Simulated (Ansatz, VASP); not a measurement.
Two plane-wave programs on Pb

INCAR

```
  PREC = Accurate
  ENCUT = 520
  EDIFF = 1E-6
  ISMEAR = -1
  SIGMA = 0.1
  LREAL = False
  LASPH = True
  NELM = 60
  ALGO = Normal
  ISIF = 2
  LWAVE = False
  LCHARG = False
  GGA = PE
  NBANDS = 13
```

KPOINTS

```
regular mesh
0
Gamma
  18 18 18
```

The input POSCAR:

```
Pb
1.0
    0.0000000000      2.5175937382      2.5175937382
    2.5175937382      0.0000000000      2.5175937382
    2.5175937382      2.5175937382      0.0000000000
Pb
1
Direct
    0.0000000000      0.0000000000      0.0000000000
```

Input for Ansatz:

```yaml
crystal:
  lattice:
    - [0.0, 2.5175937382, 2.5175937382]
    - [2.5175937382, 0.0, 2.5175937382]
    - [2.5175937382, 2.5175937382, 0.0]
  atoms:
    - { symbol: Pb, position: [0.0, 0.0, 0.0] }
hamiltonian:
  xc: pbe
  pseudopotentials:
    kind: paw
    azcp:
      Pb: "pseudopotentials/Pb.paw.azcp"
basis:
  ecutwfc: 420
  fft_grid_basis: typed
kpoints:
  mp_grid: { grid: [18, 18, 18], shift: [0, 0, 0] }
magnetization:
  spin_polarized: false
scf:
  occupations: { method: fermi_dirac, width: 0.1 }
  lower_state_search: "off"
output:
  stress: true
  write_density: true
  write_potential: true
  elf: true
  volumetric_format: npy
```

Alike in both runs: task single point; functional PBE; k mesh 18 × 18 × 18; occupations fermi-dirac, width 0.1 eV; no spin polarisation.

|  | VASP | Ansatz |
| --- | --- | --- |
| version | VASP 6.6.1 | Ansatz 0.2.0 |
| potentials or method | VASP PAW PBE potentials, release 64 (Pb_d), cutoff 520 eV | plane waves (420 eV) with PAW, scalar-relativistic |
| valence electrons in the cell | 14 | 14 |

```csv
,VASP,Ansatz,Ansatz less VASP
pressure (GPa),0.1,0.1,+0.05
```

The functional is the same, so the differences come from potentials, cutoffs and numerics.

Spin-orbit coupling is off throughout.
